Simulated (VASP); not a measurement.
The system is Cs2Sb2PdBr4.

```
Pd Sb Cs Br
1.0
    -4.12922    4.12922    4.41895
     4.12922   -4.12922    4.41895
     4.12922    4.12922   -4.41895
Pd Sb Cs Br
1 2 2 4
Direct
  0.00000 0.00000 0.00000
  0.34815 0.34815 0.00000
  0.65185 0.65185 0.00000
  0.75000 0.25000 0.50000
  0.25000 0.75000 0.50000
  0.20356 0.20356 0.40712
  0.20356 0.79644 0.00000
  0.79644 0.79644 0.59288
  0.79644 0.20356 0.00000
```

Base run:

- Program: VASP 6.6.1
- Functional: PBE
- Potentials or basis: VASP PAW PBE potentials, release 64 (Pd, Sb, Cs_sv, Br)
- Cutoff: 520 eV
- k mesh: 3 × 3 × 3
- Occupations: fermi-dirac, width 0.1 eV
- Spin: no spin polarisation

Its results: band gap on the k mesh 0.27 eV, indirect (least direct gap 0.37 eV); pressure 3.9 GPa; largest force 1.486 eV/Å.

The run is repeated on the same cell with these changes: occupations from fermi-dirac, width 0.1 eV to gaussian, width 0.025 eV; dispersion from none to D3(BJ). What comes out?

Band gap on the k mesh 0.18 eV, indirect (least direct gap 0.28 eV); pressure 2.7 GPa; largest force 1.483 eV/Å.

Caveats: spin-orbit coupling is left out, which moves the levels of the heavy elements; forces of over 1 eV/Å act on the atoms, so gaps and moduli don't describe the material at rest.

A k mesh can miss the band edges.
